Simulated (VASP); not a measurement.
Input of a VASP 6.6.1 run:

Contents of INCAR:

```
SYSTEM = Cu
  ALGO = Normal
  EDIFF = 1E-6
  ENCUT = 520
  GGA = PS
  ISIF = 2
  ISMEAR = -1
  LASPH = .TRUE.
  LCHARG = .TRUE.
  LELF = .TRUE.
  LREAL = .FALSE.
  LVHAR = .TRUE.
  LWAVE = .FALSE.
  NBANDS = 12
  NELM = 100
  PREC = Accurate
  SIGMA = 0.05
```

File KPOINTS:

```
k-points
0
G
  13 13 13
  0 0 0
```

Contents of POSCAR:

```
Cu
1.0
    0.0000000000      1.8194705475      1.8194705475
    1.8194705475      0.0000000000      1.8194705475
    1.8194705475      1.8194705475      0.0000000000
Cu
1
Direct
    0.0000000000      0.0000000000      0.0000000000
```

Potentials or basis: VASP PAW PBE potentials, release 64 (Cu).

Launch:

```sh
$ cat potpaw_PBE.64/Cu/POTCAR > POTCAR
$ mpirun -np 1 vasp_std > vasp.out
```

Task: Estimate the pressure.

Result: -8.4 GPa.

Caveat: the PAW data sets were made with another functional, which shifts forces and pressure a little.
